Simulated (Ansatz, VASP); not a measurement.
**One calculation of ScTa3F, two programs**

```
Sc Ta F
1.0
     4.05830    0.00000    0.00000
     0.00000    4.05830    0.00000
     0.00000    0.00000    5.59946
Sc Ta F
1 3 1
Direct
  0.00000 0.00000 0.03638
  0.00000 0.50000 0.46357
  0.50000 0.00000 0.46357
  0.50000 0.50000 0.10481
  0.50000 0.50000 0.70426
```

Change from the starting cell: species swapped into the PrBPt3 type (P4mm, No. 99).

Alike in both runs: functional PBE; k mesh 4 × 4 × 4; occupations gaussian, width 0.1 eV; no spin polarisation.

Ansatz relaxed the structure, and its values are those at the end. VASP's run is a single point on that final structure, the one shown.

|  | VASP | Ansatz |
| --- | --- | --- |
| version | VASP 6.6.1 | Ansatz 0.2.0 |
| potentials or method | VASP PAW PBE potentials, release 64 (Sc_sv, Ta_pv, F), cutoff 520 eV | scalar-relativistic, plane waves, PAW |
| valence electrons in the cell | 51 | 57 |

```tsv
	VASP	Ansatz	Ansatz less VASP
gap on the k mesh at the Fermi level (eV)	none	none	-
pressure (GPa)	0.1	0.1	-0.03
rms of the force components (eV/Å)	0.006	0.004	-0.0024
```

A gap of «none» marks a metal or a gap that the smearing closes. VASP's potentials hold 51 valence electrons a cell and Ansatz's 57, so a difference there can come from the potentials and not from the codes.

The k mesh is coarse, so the values compare programs but aren't converged. Neither program's run includes spin-orbit coupling.
